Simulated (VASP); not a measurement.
The system is Al.

```
Al
1.0
     3.77081    0.00000    0.00000
    -1.88540    3.26562    0.00000
     0.00000    0.00000    5.35455
Al
4
Cartesian
  0.0000 0.0000 0.0000
  0.0000 0.0000 2.6773
  0.0000 2.1771 1.3386
  1.8854 1.0885 4.0159
```

This isn't the form of Al at room conditions, which is fcc.

- Program: VASP 6.6.1
- Task: relaxation of cell and atoms
- Functional: PBE
- Potentials or basis: VASP PAW PBE potentials, release 64 (Al)
- Cutoff: 600 eV
- k mesh: 10 × 10 × 7
- Occupations: fermi-dirac, width 0.05 eV
- Spin: no spin polarisation

At the start: pressure 17.9 GPa; volume 16.48 Å³/atom.

Question: How do energy, volume and symmetry change on relaxing?

Answer: Over 10 steps the energy falls by 205.1 meV/atom and the volume is 20.07 Å³/atom (+21.7 %); space group P6_3/mmc (No. 194, to 0.1 Å) before and after.

The path:
| step | energy change (eV) | largest force (eV/Å) | pressure (GPa) | volume (Å³) |
| --- | --- | --- | --- | --- |
| 1 | 0.0000 | 0.0000 | 17.91 | 65.94 |
| 2 | -0.6808 | 0.0000 | -3.17 | 85.09 |
| 3 | -0.7212 | 0.0000 | -0.26 | 80.56 |
| 4 | -0.7213 | 0.0000 | -0.49 | 80.87 |
| 5 | -0.7637 | 0.0000 | -0.46 | 80.72 |
| 6 | -0.8157 | 0.0000 | 0.21 | 80.03 |
| 7 | -0.8196 | 0.0000 | -0.04 | 80.27 |
| 8 | -0.8205 | 0.0000 | 0.02 | 80.20 |
| 9 | -0.8205 | 0.0000 | 0.04 | 80.19 |
| 10 | -0.8205 | 0.0000 | -0.02 | 80.26 |

Final structure:
```
Al
1.0
     4.19309    0.00000    0.00000
    -2.09655    3.63133    0.00000
     0.00000    0.00000    5.27129
Al
4
Direct
  0.00000 0.00000 0.00000
  0.00000 0.00000 0.50000
  0.33333 0.66667 0.25000
  0.66667 0.33333 0.75000
```

Caveat: the volume moved by over 15 % at a fixed basis, so the end points are rough.
